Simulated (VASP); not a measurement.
BeS:

```xyz
4
Lattice="3.4622 0.0000 0.0000 -1.7311 2.9983 0.0000 0.0000 0.0000 6.9924" Properties=species:S:1:pos:R:3 pbc="T T T"
Be    0.0000    1.9989    1.7481
Be    1.7311    0.9994    5.2443
S     1.7311    0.9994    1.7481
S     0.0000    1.9989    5.2443
```

Program: VASP 6.6.1. Alike in all runs: task single point; potentials or basis VASP PAW PBE potentials, release 64 (Be, S); no spin polarisation; cell as given; cutoff (eV) 520; smearing gaussian 0.01 eV.

Q: Order these runs on this cell by their band gap on the k mesh, lowest first.
A. level HSE06; k mesh 6 × 6 × 2; grid for exact exchange (PRECFOCK) Normal; screening parameter 0.2079 1/Å
B. level r2SCAN; k mesh 6 × 6 × 4
C. level PBE; k mesh 6 × 6 × 4

A: C (3.99 eV), B (4.50 eV), A (5.25 eV).

Caveats: some runs use coarse meshes.

A k mesh can miss the band edges.
